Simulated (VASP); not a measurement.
# HfN (I4/mmm) in VASP: a series of runs, part 2 of 2

VASP 6.6.1.

### Step 3. Single point, PBE

This run uses another cell than the first one, of the same volume but with other edges.

INCAR

```
SYSTEM = HfN
PREC = Accurate
ENCUT = 520
EDIFF = 1E-6
ISMEAR = 0
SIGMA = 0.1
LREAL = .False.
LASPH = .True.
NELM = 100
ALGO = Normal
ISIF = 2
LWAVE = .False.
LCHARG = .False.
GGA = PE
NBANDS = 14
```

KPOINTS

```
Automatic mesh
0
Gamma
  20 20 20
  0 0 0
```

POSCAR

```
HfN
1.0
    0.0000000000      2.2899490513      2.1983510893
    2.2899490513      0.0000000000      2.1983510893
    2.2899490513      2.2899490513      0.0000000000
Hf N
1 1
Direct
    0.0000000000      0.0000000000      0.0000000000
    0.5000000000      0.5000000000      0.5000000000
```

Potentials or basis: VASP PAW PBE potentials, release 64 (Hf_pv, N).

Launch:

```sh
$ cat potpaw_PBE.64/Hf_pv/POTCAR potpaw_PBE.64/N/POTCAR > POTCAR
$ mpirun -np 1 vasp_std > vasp.out
```

OUTCAR:

```text
SYSTEM = HfN
   PREC = Accurate
   ENCUT = 520
   EDIFF = 1E-6
   ISMEAR = 0
   LREAL = .False.
   LASPH = .True.
   NELM = 100
   ISIF = 2
   GGA = PE

 ion  position               nearest neighbor table
   1  0.000  0.000  0.000-   2 2.20   2 2.20   2 2.29   2 2.29   2 2.29   2 2.29
   2  0.500  0.500  0.500-   1 2.20   1 2.20   1 2.29   1 2.29   1 2.29   1 2.29

  LATTYP: Found a body centered tetragonal cell.
 ALAT       =     3.2384770055
 C/A-ratio  =     1.3576450199

  Lattice vectors:

 A1 = (   0.0000000000,  -2.2899490513,  -2.1983510893)
 A2 = (   0.0000000000,   2.2899490513,  -2.1983510893)
 A3 = (   2.2899490513,   0.0000000000,   2.1983510893)

Analysis of symmetry for initial positions (statically):
=====================================================================
 Subroutine PRICEL returns:
 Original cell was already a primitive cell.

 Routine SETGRP: Setting up the symmetry group for a
 body centered tetragonal supercell.

 Subroutine GETGRP returns: Found 16 space group operations
 (whereof 16 operations were pure point group operations)
 out of a pool of 16 trial point group operations.

The static configuration has the point symmetry D_4h.

Analysis of symmetry for dynamics (positions and initial velocities):
=====================================================================
 Subroutine PRICEL returns:
 Original cell was already a primitive cell.

 Routine SETGRP: Setting up the symmetry group for a
 body centered tetragonal supercell.

 Subroutine GETGRP returns: Found 16 space group operations
 (whereof 16 operations were pure point group operations)
 out of a pool of 16 trial point group operations.

The dynamic configuration has the point symmetry D_4h.

 Subroutine INISYM returns: Found 16 space group operations
 (whereof 16 operations are pure point group operations),
 and found     1 'primitive' translations

----------------------------------------------------------------------------------------

                                     Primitive cell

  volume of cell :      23.0557

  direct lattice vectors                    reciprocal lattice vectors
     0.000000000  2.289949051  2.198351089    -0.218345469  0.218345469  0.227443197
     2.289949051  0.000000000  2.198351089     0.218345469 -0.218345469  0.227443197
     2.289949051  2.289949051  0.000000000     0.218345469  0.218345469 -0.227443197

  length of vectors
     3.174368310  3.174368310  3.238477005     0.383509968  0.383509968  0.383509968

  position of ions in fractional coordinates (direct lattice)
     0.000000000  0.000000000  0.000000000
     0.500000000  0.500000000  0.500000000

  ion indices of the primitive-cell ions
   primitive index   ion index
                 1           1
                 2           2

----------------------------------------------------------------------------------------

 KPOINTS: Automatic mesh

Automatic generation of k-mesh.
 Grid dimensions read from file:
 generate k-points for:   20   20   20

 Generating k-lattice:

  Cartesian coordinates                     Fractional coordinates (reciprocal lattice)
    -0.010917273  0.010917273  0.011372160     0.050000000 -0.000000000  0.000000000
     0.010917273 -0.010917273  0.011372160    -0.000000000  0.050000000  0.000000000
     0.010917273  0.010917273 -0.011372160     0.000000000  0.000000000  0.050000000

  Length of vectors
     0.019175498  0.019175498  0.019175498

  Shift w.r.t. Gamma in fractional coordinates (k-lattice)
     0.000000000  0.000000000  0.000000000

 Subroutine IBZKPT returns following result:
 ===========================================

 Found    641 irreducible k-points:

 Following reciprocal coordinates:
            Coordinates               Weight
  0.000000  0.000000  0.000000      1.000000
  0.050000  0.000000  0.000000      8.000000
  0.100000  0.000000  0.000000      8.000000
  0.150000  0.000000  0.000000      8.000000
  0.200000  0.000000  0.000000      8.000000
  0.250000  0.000000  0.000000      8.000000
[... 16 lines left out ...]
 -0.400000  0.050000  0.000000      8.000000
 -0.350000  0.050000  0.000000      8.000000
 [... further k-points ...]
   k-points           NKPTS =    641   k-points in BZ     NKDIM =    641   number of bands    NBANDS=     14
   number of dos      NEDOS =    301   number of ions     NIONS =      2
   total plane-waves  NPLWV =  13824
   dimension x,y,z NGX =    24 NGY =   24 NGZ =   24
   dimension x,y,z NGXF=    48 NGYF=   48 NGZF=   48
   ions per type =               1   1
   NGX,Y,Z   is equivalent  to a cutoff of  12.57, 12.57, 12.32 a.u.
   NGXF,Y,Z  is equivalent  to a cutoff of  25.14, 25.14, 24.64 a.u.
 SYSTEM =  HfN
   PREC   = accura    normal or accurate (medium, high low for compatibility)
   ISTART =      0    job   : 0-new  1-cont  2-samecut
   ICHARG =      2    charge: 1-file 2-atom 10-const
   ISPIN  =      1    spin polarized calculation?
   LNONCOLLINEAR =      F non collinear calculations
   LSORBIT =      F    spin-orbit coupling
   LASPH  =      T    aspherical Exc in radial PAW
   ENCUT  =  520.0 eV  38.22 Ry    6.18 a.u.   5.90  5.90  6.02*2*pi/ulx,y,z
   NELM   =    100;   NELMIN=  2; NELMDL= -5     # of ELM steps
   EDIFF  = 0.1E-05   stopping-criterion for ELM
   LREAL  =      F    real-space projection
   EDIFFG = 0.1E-04   stopping-criterion for IOM
   NSW    =      0    number of steps for IOM
   IBRION =     -1    ionic relax: 0-MD 1-quasi-New 2-CG
   NFREE  =      0    steps in history (QN), initial steepest desc. (CG)
   ISIF   =      2    stress and relaxation
   ISYM   =      2    0-nonsym 1-usesym 2-fastsym
   POTIM  = 0.5000    time-step for ionic-motion
   TEBEG  =    0.0;   TEEND  =   0.0 temperature during run
   PSTRESS=    0.0 pullay stress
   NELECT =      15.0000    total number of electrons
   NUPDOWN=      -1.0000    fix difference up-down
   EMIN   =  10.00;   EMAX   =-10.00  energy-range for DOS
   EFERMI =   0.00;   METHOD = LEGACY
   ISMEAR =     0;   SIGMA  =   0.10  broadening in eV -4-tet -1-fermi 0-gaus
   EFERMI_NEDOS =   21; number of points for ismear=-14 and -15
   IALGO  =     38    algorithm
   IMIX   =      4    mixing-type and parameters
     AMIX     =   0.40;   BMIX     =  1.00
     AMIX_MAG =   1.60;   BMIX_MAG =  1.00
  volume/ion in A,a.u.               =      11.53        77.79
  Fermi-wavevector in a.u.,A,eV,Ry     =   1.418553  2.680677 27.378918  2.012294
  Thomas-Fermi vector in A             =   2.539667
   LORBIT       =      0    0 simple, 1 ext, 2 COOP (PROOUT), +10 PAW based schemes
   GGA     = PE    functional components
   LHFCALC =     F    Hartree Fock is set to
   AEXX    =    0.0000 exact exchange contribution
   IVDW    =     0    specifies the selected vdW correction
   LEPSILON=     F    determine dielectric tensor
   LRPA    =     F    only Hartree local field effects (RPA)
 non-spin polarized calculation
 Gauss-broadening in eV      SIGMA  =   0.10
  energy-cutoff  :      520.00
  volume of cell :       23.06
 maximum number of plane-waves:       633
   NGX = 11   NGY = 11   NGZ = 13

 number of electron      14.9999999 magnetization

 Free energy of the ion-electron system (eV)
  ---------------------------------------------------
  ext. energy  EPLUGINS =         0.00000000
  ---------------------------------------------------
  free energy    TOTEN  =       -21.71426881 eV

  energy without entropy =      -21.71111187  energy(sigma->0) =      -21.71269034

 E-fermi :   8.4066     XC(G=0): -12.7291

 val. band max:        8.4055039777   @ k =   0.1500   0.0000   0.0000
 cond. band min:       8.4077786320   @ k =  -0.0500  -0.0000   0.0500
 fundamental gap:      0.0022746543
 Fermi energy:         8.4066254018

 k-point     1 :       0.0000    0.0000    0.0000
  band No.  band energies     occupation
      1     -22.7739      2.00000
      2     -22.7739      2.00000
      3     -22.7352      2.00000
      4      -9.1309      2.00000
      5       5.2891      2.00000
      6       5.2891      2.00000
      7       5.5023      2.00000
      8       7.9008      2.00000
      9       7.9008      2.00000
     10       8.3503      1.57436
     11       9.6201      0.00000
     12      10.0504      0.00000
     13      11.2609      0.00000
     14      17.9683      0.00000
[... 375 lines left out ...]
 k-point    24 :      -0.3500    0.0500    0.0000
  band No.  band energies     occupation
      1     -23.5611      2.00000
      2     -22.8633      2.00000
      3     -22.8246      2.00000
      4      -6.9948      2.00000
      5       0.3571      2.00000
      6       2.4595      2.00000
      7       2.7335      2.00000
      8       9.9605      0.00000
      9      10.9214      0.00000
     10      11.4933      0.00000
     11      13.8586      0.00000
     12      15.7878      0.00000
     13      15.8560      0.00000
     14      20.4099      0.00000

 [... further k-points ...]
[... 5 lines left out ...]
  --------------------------------------------------------------------------------------
  -------------------------------------------------------------------------------------
  Total       -0.4481536     -0.4481536      2.6757809      0.0000000     -0.0000000     -0.0000000
  in kB      -31.1428794    -31.1428794    185.9441153      0.0000000     -0.0000000     -0.0000000
  external PRESSURE =      41.2194522 kB  Pullay stress =       0.0000000 kB

 VOLUME and BASIS-vectors are now :
 -----------------------------------------------------------------------------
  energy-cutoff  :      520.00
  volume of cell :       23.06
      direct lattice vectors                 reciprocal lattice vectors
     0.000000000  2.289949051  2.198351089    -0.218345469  0.218345469  0.227443197
     2.289949051  0.000000000  2.198351089     0.218345469 -0.218345469  0.227443197
     2.289949051  2.289949051  0.000000000     0.218345469  0.218345469 -0.227443197

 POSITION                                       TOTAL-FORCE (eV/Angst)
 -----------------------------------------------------------------------------------
      0.00000      0.00000      0.00000         0.000000      0.000000      0.000000
      2.28995      2.28995      2.19835         0.000000      0.000000      0.000000
 -----------------------------------------------------------------------------------
    total drift:                                0.000000     -0.000000     -0.000000

  FREE ENERGIE OF THE ION-ELECTRON SYSTEM (eV)
  ---------------------------------------------------
  free  energy   TOTEN  =       -21.7142688051 eV

  energy  without entropy=      -21.7111118682  energy(sigma->0) =      -21.71269034
```

OSZICAR:

```text
N       E                     dE             d eps       ncg     rms          rms(c)
DAV:   1     0.383369073404E+02    0.38337E+02   -0.78258E+03 18028   0.101E+03
DAV:   2    -0.227591297195E+02   -0.61096E+02   -0.57183E+02 23770   0.237E+02
DAV:   3    -0.247231153346E+02   -0.19640E+01   -0.19559E+01 20604   0.348E+01
DAV:   4    -0.247303436169E+02   -0.72283E-02   -0.72273E-02 21560   0.246E+00
DAV:   5    -0.247303884381E+02   -0.44821E-04   -0.44822E-04 20450   0.166E-01    0.496E+01
DAV:   6    -0.218187366762E+02    0.29117E+01   -0.82421E+00 19858   0.222E+01    0.420E+01
DAV:   7    -0.217416540596E+02    0.77083E-01   -0.45779E-01 22688   0.603E+00    0.267E+01
DAV:   8    -0.217199663628E+02    0.21688E-01   -0.10604E-01 20798   0.283E+00    0.604E+00
DAV:   9    -0.217143906961E+02    0.55757E-02   -0.15411E-02 20432   0.100E+00    0.195E+00
DAV:  10    -0.217142948203E+02    0.95876E-04   -0.10070E-03 24004   0.307E-01    0.353E-01
DAV:  11    -0.217142701169E+02    0.24703E-04   -0.66568E-05 21104   0.813E-02    0.788E-02
DAV:  12    -0.217142689966E+02    0.11203E-05   -0.59608E-06 23514   0.210E-02    0.125E-02
DAV:  13    -0.217142688051E+02    0.19148E-06   -0.13390E-07 12160   0.388E-03
   1 F= -.21714269E+02 E0= -.21712690E+02  d E =-.315694E-02
```

stdout:

```text
POSCAR found type information on POSCAR HfN
 POSCAR found :  2 types and       2 ions
 scaLAPACK will be used
 LDA part: xc-table for (Slater+PW92), standard interpolation
 POSCAR, INCAR and KPOINTS ok, starting setup
 FFT: planning ... GRIDC
 FFT: planning ... GRID_SOFT
 FFT: planning ... GRID
 WAVECAR not read
 entering main loop
```

Run time: 66 s. Hardware: 1 thread of Intel Xeon Platinum 8488C (Sapphire Rapids), shared host; peak memory 0.32 GiB.

What came out:

- Free energy: -21.7143 eV
- Pressure: 4.1 GPa
- Band gap on the k mesh: zero (an odd number of electrons rules out a gap without spin polarisation)

Stress tensor (GPa, compression positive):
```
-3.11  0.00  0.00
 0.00 -3.11  0.00
 0.00  0.00 18.59
```

Levels at points of the mesh, in eV from the Fermi level:
```csv
k point,band 5,band 6,band 7,band 8,band 9,band 10,band 11,band 12
"(0.00, 0.00, 0.00)",-3.12,-3.12,-2.90,-0.51,-0.51,-0.06,1.21,1.64
"(0.50, 0.00, 0.00)",-8.91,-6.23,-6.21,3.22,3.62,3.86,4.39,8.33
"(0.50, 0.50, 0.00)",-5.13,-3.91,-3.84,-3.84,4.10,5.50,5.50,5.55
"(0.50, 0.00, 0.50)",-5.57,-3.78,-3.75,-3.54,3.88,5.22,5.76,5.78
```

Caveat: the stress differs along the axes, from -3 to 19 GPa; spin-orbit coupling is left out, which moves the levels of the heavy elements.

The gap in the log of VASP goes by the Fermi energy; the results here count the filled bands.